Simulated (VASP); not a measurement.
A run of VASP 6.6.1 is set up as follows.

The input INCAR:

```
PREC = Accurate
ENCUT = 520
EDIFF = 1E-6
ISMEAR = 0
SIGMA = 0.15
LREAL = False
LASPH = True
NELM = 100
ALGO = Normal
ISIF = 2
LWAVE = False
LCHARG = True
GGA = PS
LELF = True
LVHAR = True
NBANDS = 36
```

The input KPOINTS:

```
Automatic mesh
0
Gamma
  17 17 5
```

File POSCAR:

```
Ta2N
1.0
   -3.0786153856      0.0000000000      0.0000000000
   -1.5393076928     -2.6661591324      0.0000000000
    0.0000000000      0.0000000000     10.6465143614
Ta N
4 2
Direct
    0.6666666667      0.6666666667      0.1115626504
    0.6666666667      0.6666666667      0.5645989228
    0.3333333333      0.3333333333      0.7945098945
    0.3333333333      0.3333333333      0.3414736220
    0.0000000000      0.0000000000      0.2265181362
    0.0000000000      0.0000000000      0.6795544087
```

Potentials or basis: VASP PAW PBE potentials, release 64 (Ta_pv, N).

Run with:

```bash
$ cat potpaw_PBE.64/Ta_pv/POTCAR potpaw_PBE.64/N/POTCAR > POTCAR
$ mpirun -np 1 vasp_std > vasp.out
```

(1) Predict the pressure.

(2) Predict the largest force.

(3) Estimate the band gap on the k mesh.

## Answers

(1) -7.9 GPa.

(2) 1.628 eV/Å.

(3) zero (bands 27 and 28 overlap by 1.07 eV).

Caveat: the cell differs from its parent crystal (the distance across one plane changed); the stress differs along the axes, from -14 to -5 GPa; the PAW data sets were made with another functional, which shifts forces and pressure a little; spin-orbit coupling is left out, which moves the levels of the heavy elements.
